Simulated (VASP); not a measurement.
# ZnO (zincite) (P6_3mc) in VASP: a series of runs

The runs below take ZnO (zincite) through single point, with r2SCAN+rVV10, PBE.

All numbers are computed with VASP 6.6.1; they aren't measurements. Logs are shortened: lines on timing, memory, paths and dates and some standing lists are left out, and cuts for length are marked.

**1. The cell of the first run**

Symmetry: P6_3mc, No. 186, hexagonal system. Conventional cell: a = 3.292 Å, b = 3.292 Å, c = 5.274 Å, α = 90.00°, β = 90.00°, γ = 120.00°. Within 2.6 Å of Zn (site symmetry 3m) lie 4 O at 2.00 Å. Within 2.6 Å of O (site symmetry 3m) lie 4 Zn at 2.00 Å.

**2. Single point, r2SCAN+rVV10**

POSCAR reads:

```
ZnO
1.0
    3.2920669561      0.0000000000      0.0000000000
   -1.6460334781      2.8510136149      0.0000000000
    0.0000000000      0.0000000000      5.2742130269
Zn O
2 2
Direct
    0.6666666667      0.3333333333      0.0000000000
    0.3333333333      0.6666666667      0.5000000000
    0.3333333333      0.6666666667      0.8790100000
    0.6666666667      0.3333333333      0.3790100000
```

INCAR.step1 reads:

```
SYSTEM = ZnO
PREC = Accurate ; ENCUT = 520
ISMEAR = -1 ; SIGMA = 0.05
LREAL = .False. ; LASPH = .True.
NELM = 100 ; NBANDS = 26
GGA = PE ; ALGO = Normal
EDIFF = 1E-4 ; LWAVE = .True.
LCHARG = .False.
```

INCAR.step2 reads:

```
SYSTEM = ZnO
PREC = Accurate ; ENCUT = 520
EDIFF = 1E-6 ; ISMEAR = -1
SIGMA = 0.05 ; LREAL = .False.
LASPH = .True. ; NELM = 100
ALGO = Normal ; ISIF = 2
LWAVE = .False. ; LCHARG = .True.
METAGGA = R2SCAN ; LMIXTAU = .True.
LUSE_VDW = .True. ; IVDW_NL = 2
BPARAM = 11.95 ; CPARAM = 0.0093
LELF = .True. ; LVHAR = .True.
NBANDS = 26 ; ISTART = 1
```

KPOINTS reads:

```
regular mesh
0
Gamma
  9 9 5
  0 0 0
```

Potentials or basis: VASP PAW PBE potentials, release 64 (Zn, O).

The run is started by

```bash
cat potpaw_PBE.64/Zn/POTCAR potpaw_PBE.64/O/POTCAR > POTCAR
cp INCAR.step1 INCAR
mpirun -np 1 vasp_std > vasp.out
cp INCAR.step2 INCAR
mpirun -np 1 vasp_std > vasp.out
```

OUTCAR:

```text
SYSTEM = ZnO
   PREC = Accurate
   ENCUT = 520
   EDIFF = 1E-6
   ISMEAR = -1
   LREAL = .False.
   LASPH = .True.
   NELM = 100
   ISIF = 2
   METAGGA = R2SCAN
   IVDW_NL = 2
   BPARAM = 11.95
   ISTART = 1

 ion  position               nearest neighbor table
   1  0.667  0.333  0.000-   4 2.00   3 2.00   3 2.00   3 2.00
   2  0.333  0.667  0.500-   3 2.00   4 2.00   4 2.00   4 2.00
   3  0.333  0.667  0.879-   2 2.00   1 2.00   1 2.00   1 2.00
   4  0.667  0.333  0.379-   1 2.00   2 2.00   2 2.00   2 2.00

  LATTYP: Found a hexagonal cell.
 ALAT       =     3.2920669561
 C/A-ratio  =     1.6020977390

  Lattice vectors:

 A1 = (   3.2920669561,   0.0000000000,   0.0000000000)
 A2 = (  -1.6460334781,   2.8510136149,   0.0000000000)
 A3 = (   0.0000000000,   0.0000000000,   5.2742130269)

Analysis of symmetry for initial positions (statically):
=====================================================================
 Subroutine PRICEL returns:
 Original cell was already a primitive cell.

 Routine SETGRP: Setting up the symmetry group for a
 hexagonal supercell.

 Subroutine GETGRP returns: Found 12 space group operations
 (whereof  6 operations were pure point group operations)
 out of a pool of 24 trial point group operations.

The static configuration has the point symmetry C_3v.
 The point group associated with its full space group is C_6v.

Analysis of symmetry for dynamics (positions and initial velocities):
=====================================================================
 Subroutine PRICEL returns:
 Original cell was already a primitive cell.

 Routine SETGRP: Setting up the symmetry group for a
 hexagonal supercell.

 Subroutine GETGRP returns: Found 12 space group operations
 (whereof  6 operations were pure point group operations)
 out of a pool of 24 trial point group operations.

The dynamic configuration has the point symmetry C_3v.
 The point group associated with its full space group is C_6v.

 Subroutine INISYM returns: Found 12 space group operations
 (whereof  6 operations are pure point group operations),
 and found     1 'primitive' translations

----------------------------------------------------------------------------------------

                                     Primitive cell

  volume of cell :      49.5023

  direct lattice vectors                    reciprocal lattice vectors
     3.292066956  0.000000000  0.000000000     0.303760529  0.175376223  0.000000000
    -1.646033478  2.851013615  0.000000000     0.000000000  0.350752446  0.000000000
     0.000000000  0.000000000  5.274213027     0.000000000  0.000000000  0.189601746

  length of vectors
     3.292066956  3.292066956  5.274213027     0.350752446  0.350752446  0.189601746

  position of ions in fractional coordinates (direct lattice)
     0.666666667  0.333333333  0.000000000
     0.333333333  0.666666667  0.500000000
     0.333333333  0.666666667  0.879010000
     0.666666667  0.333333333  0.379010000

  ion indices of the primitive-cell ions
   primitive index   ion index
                 1           1
                 2           2
                 3           3
                 4           4

----------------------------------------------------------------------------------------

 KPOINTS: regular mesh

Automatic generation of k-mesh.
 Grid dimensions read from file:
 generate k-points for:    9    9    5

 Generating k-lattice:

  Cartesian coordinates                     Fractional coordinates (reciprocal lattice)
     0.033751170  0.019486247  0.000000000     0.111111111  0.000000000  0.000000000
     0.000000000  0.038972494  0.000000000     0.000000000  0.111111111  0.000000000
     0.000000000  0.000000000  0.037920349     0.000000000  0.000000000  0.200000000

  Length of vectors
     0.038972494  0.038972494  0.037920349

  Shift w.r.t. Gamma in fractional coordinates (k-lattice)
     0.000000000  0.000000000  0.000000000

 Subroutine IBZKPT returns following result:
 ===========================================

 Found     36 irreducible k-points:

 Following reciprocal coordinates:
            Coordinates               Weight
  0.000000  0.000000  0.000000      1.000000
  0.111111  0.000000  0.000000      6.000000
  0.222222  0.000000  0.000000      6.000000
  0.333333  0.000000  0.000000      6.000000
  0.444444  0.000000  0.000000      6.000000
  0.111111  0.111111  0.000000      6.000000
[... 16 lines left out ...]
  0.333333  0.222222  0.200000     24.000000
  0.333333  0.333333  0.200000      4.000000
 [... further k-points ...]
   k-points           NKPTS =     36   k-points in BZ     NKDIM =     36   number of bands    NBANDS=     26
   number of dos      NEDOS =    301   number of ions     NIONS =      4
   total plane-waves  NPLWV =  23040
   dimension x,y,z NGX =    24 NGY =   24 NGZ =   40
   dimension x,y,z NGXF=    48 NGYF=   48 NGZF=   80
   ions per type =               2   2
   NGX,Y,Z   is equivalent  to a cutoff of  12.12, 12.12, 12.61 a.u.
   NGXF,Y,Z  is equivalent  to a cutoff of  24.24, 24.24, 25.22 a.u.
 SYSTEM =  ZnO
   PREC   = accura    normal or accurate (medium, high low for compatibility)
   ISTART =      1    job   : 0-new  1-cont  2-samecut
   ICHARG =      0    charge: 1-file 2-atom 10-const
   ISPIN  =      1    spin polarized calculation?
   LNONCOLLINEAR =      F non collinear calculations
   LSORBIT =      F    spin-orbit coupling
   LASPH  =      T    aspherical Exc in radial PAW
   ENCUT  =  520.0 eV  38.22 Ry    6.18 a.u.   6.12  6.12  9.81*2*pi/ulx,y,z
   NELM   =    100;   NELMIN=  2; NELMDL=  0     # of ELM steps
   EDIFF  = 0.1E-05   stopping-criterion for ELM
   LREAL  =      F    real-space projection
   EDIFFG = 0.1E-04   stopping-criterion for IOM
   NSW    =      0    number of steps for IOM
   IBRION =     -1    ionic relax: 0-MD 1-quasi-New 2-CG
   NFREE  =      0    steps in history (QN), initial steepest desc. (CG)
   ISIF   =      2    stress and relaxation
   ISYM   =      2    0-nonsym 1-usesym 2-fastsym
   POTIM  = 0.5000    time-step for ionic-motion
   TEBEG  =    0.0;   TEEND  =   0.0 temperature during run
   PSTRESS=    0.0 pullay stress
   NELECT =      36.0000    total number of electrons
   NUPDOWN=      -1.0000    fix difference up-down
   EMIN   =  10.00;   EMAX   =-10.00  energy-range for DOS
   EFERMI =   0.00;   METHOD = LEGACY
   ISMEAR =    -1;   SIGMA  =   0.05  broadening in eV -4-tet -1-fermi 0-gaus
   EFERMI_NEDOS =   21; number of points for ismear=-14 and -15
   IALGO  =     38    algorithm
   IMIX   =      4    mixing-type and parameters
     AMIX     =   0.40;   BMIX     =  1.00
     AMIX_MAG =   1.60;   BMIX_MAG =  1.00
  volume/ion in A,a.u.               =      12.38        83.51
  Fermi-wavevector in a.u.,A,eV,Ry     =   1.472201  2.782057 29.488940  2.167376
  Thomas-Fermi vector in A             =   2.587244
   LORBIT       =      0    0 simple, 1 ext, 2 COOP (PROOUT), +10 PAW based schemes
   METAGGA = R2SCAN    functional components
   LHFCALC =     F    Hartree Fock is set to
   AEXX    =    0.0000 exact exchange contribution
   IVDW_NL    =     2    kernel type
   BPARAM     =11.9500
   IVDW    =     0    specifies the selected vdW correction
   LEPSILON=     F    determine dielectric tensor
   LRPA    =     F    only Hartree local field effects (RPA)
 non-spin polarized calculation
  energy-cutoff  :      520.00
  volume of cell :       49.50
 maximum number of plane-waves:      1362
   NGX = 13   NGY = 13   NGZ = 19

 number of electron      36.0000020 magnetization

 Free energy of the ion-electron system (eV)
  ---------------------------------------------------
  ext. energy  EPLUGINS =         0.00000000
  ---------------------------------------------------
  free energy    TOTEN  =       -35.19794788 eV

  energy without entropy =      -35.19794766  energy(sigma->0) =      -35.19794777

 E-fermi :   1.0754     XC(G=0): -11.4990

 val. band max:        0.4776428626   @ k =   0.0000   0.0000   0.0000
 cond. band min:       1.5895556435   @ k =   0.0000   0.0000   0.0000
 fundamental gap:      1.1119127810
 Fermi energy:         1.0753925690

 k-point     1 :       0.0000    0.0000    0.0000
  band No.  band energies     occupation
      1     -18.2906      2.00000
      2     -17.6503      2.00000
      3      -5.1367      2.00000
      4      -5.1367      2.00000
      5      -5.0998      2.00000
      6      -4.9374      2.00000
[... 18 lines left out ...]
     25      15.2125      0.00000
     26      15.2127      0.00000

 k-point     2 :       0.1111    0.0000    0.0000
  band No.  band energies     occupation
      1     -18.2314      2.00000
      2     -17.6248      2.00000
      3      -5.1994      2.00000
      4      -5.0994      2.00000
      5      -5.0594      2.00000
      6      -4.9492      2.00000
[... 18 lines left out ...]
     25      15.3348      0.00000
     26      15.3522      0.00000

 k-point     3 :       0.2222    0.0000    0.0000
  band No.  band energies     occupation
      1     -18.0736      2.00000
      2     -17.5642      2.00000
      3      -5.3168      2.00000
      4      -5.0267      2.00000
      5      -5.0114      2.00000
      6      -4.8960      2.00000
[... 18 lines left out ...]
     25      14.4488      0.00000
     26      15.2883      0.00000

 k-point     4 :       0.3333    0.0000    0.0000
  band No.  band energies     occupation
      1     -17.8744      2.00000
      2     -17.5084      2.00000
      3      -5.3721      2.00000
      4      -5.0442      2.00000
      5      -4.9295      2.00000
      6      -4.7277      2.00000
[... 18 lines left out ...]
     25      14.4127      0.00000
     26      15.1026      0.00000
[... 496 lines left out ...]
      1     -17.7488      2.00000
      2     -17.5179      2.00000
      3      -5.2180      2.00000
      4      -5.1627      2.00000
      5      -4.8407      2.00000
      6      -4.7849      2.00000
[... 18 lines left out ...]
     25      12.9797      0.00000
     26      16.2226      0.00000

 k-point    23 :       0.3333    0.2222    0.2000
  band No.  band energies     occupation
      1     -17.6247      2.00000
      2     -17.5107      2.00000
      3      -5.1774      2.00000
      4      -4.9926      2.00000
      5      -4.8459      2.00000
      6      -4.6545      2.00000
[... 18 lines left out ...]
     25      13.7678      0.00000
     26      15.3084      0.00000

 k-point    24 :       0.3333    0.3333    0.2000
  band No.  band energies     occupation
      1     -17.5452      2.00000
      2     -17.5452      2.00000
      3      -5.1126      2.00000
      4      -4.8870      2.00000
      5      -4.8870      2.00000
      6      -4.5358      2.00000
[... 18 lines left out ...]
     25      14.4206      0.00000
     26      15.5697      0.00000

 [... further k-points ...]
[... 5 lines left out ...]
  --------------------------------------------------------------------------------------
  -------------------------------------------------------------------------------------
  Total       -2.2218743     -2.2218743     -1.7704292      0.0000000      0.0000000      0.0000000
  in kB      -71.9125103    -71.9125103    -57.3011761      0.0000000      0.0000000      0.0000000
  external PRESSURE =     -67.0420656 kB  Pullay stress =       0.0000000 kB

 VOLUME and BASIS-vectors are now :
 -----------------------------------------------------------------------------
  energy-cutoff  :      520.00
  volume of cell :       49.50
      direct lattice vectors                 reciprocal lattice vectors
     3.292066956  0.000000000  0.000000000     0.303760529  0.175376223  0.000000000
    -1.646033478  2.851013615  0.000000000     0.000000000  0.350752446  0.000000000
     0.000000000  0.000000000  5.274213027     0.000000000  0.000000000  0.189601746

 POSITION                                       TOTAL-FORCE (eV/Angst)
 -----------------------------------------------------------------------------------
      1.64603      0.95034      0.00000        -0.000000      0.000000     -0.075959
     -0.00000      1.90068      2.63711         0.000000     -0.000000     -0.075959
     -0.00000      1.90068      4.63609        -0.000000     -0.000000      0.075959
      1.64603      0.95034      1.99898        -0.000000     -0.000000      0.075959
 -----------------------------------------------------------------------------------
    total drift:                               -0.000000     -0.000001     -0.090614

  FREE ENERGIE OF THE ION-ELECTRON SYSTEM (eV)
  ---------------------------------------------------
  free  energy   TOTEN  =       -35.1979478773 eV

  energy  without entropy=      -35.1979476614  energy(sigma->0) =      -35.19794777
```

Wall time 84 s (1 thread of Intel Xeon 6975P-C (Granite Rapids), shared host); peak memory 0.29 GiB.

Results:

```yaml
Free_energy: -35.1979 eV
Pressure: -6.7 GPa
Largest_force: 0.076 eV/Å
Band_gap_on_the_k_mesh: 1.11 eV, direct
```

Forces on the atoms (eV/Å):
```
Zn   0.000  0.000 -0.076
Zn   0.000  0.000 -0.076
O    0.000  0.000  0.076
O    0.000  0.000  0.076
```

Caveat: the PAW data sets were made with another functional, which shifts forces and pressure a little.

(Continued in part 2 of 2.)
